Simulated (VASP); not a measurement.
Cl:

```xyz
1
Lattice="0.0000 2.2350 2.2350 2.2350 0.0000 2.2350 2.2350 2.2350 0.0000" Properties=species:S:1:pos:R:3 pbc="T T T"
Cl    0.0000    0.0000    0.0000
```

```yaml
Program: VASP 6.6.1
Task: relaxation of cell and atoms
Functional: LDA
Potentials_or_basis: VASP PAW LDA potentials, release 64 (Cl)
Cutoff: 500 eV
k_mesh: 16 × 16 × 16
Occupations: fermi-dirac, width 0.05 eV
Spin: no spin polarisation
```

At the start: pressure -7.0 GPa; volume 22.33 Å³/atom.

How do energy, volume and symmetry change on relaxing?

Over 4 steps the energy falls by 114.5 meV/atom and the volume is 18.07 Å³/atom (-19.1 %); space group Fm-3m (No. 225, to 0.1 Å) before and after.

Step by step:
```csv
step,energy change (eV),largest force (eV/Å),pressure (GPa),volume (Å³)
1,0.0000,0.0000,-6.96,22.33
2,-0.1011,0.0000,-3.20,19.34
3,-0.1144,0.0000,-0.36,18.20
4,-0.1145,0.0000,0.04,18.07
```

Final structure:
```
Cl
1.0
     0.00000    2.08276    2.08276
     2.08276    0.00000    2.08276
     2.08276    2.08276    0.00000
Cl
1
Direct
  0.00000 0.00000 0.00000
```

Caveat: the volume moved by over 15 % at a fixed basis, so the end points are rough; an odd number of electrons without spin polarisation forces a metal; a magnetic or distorted state may lie lower.
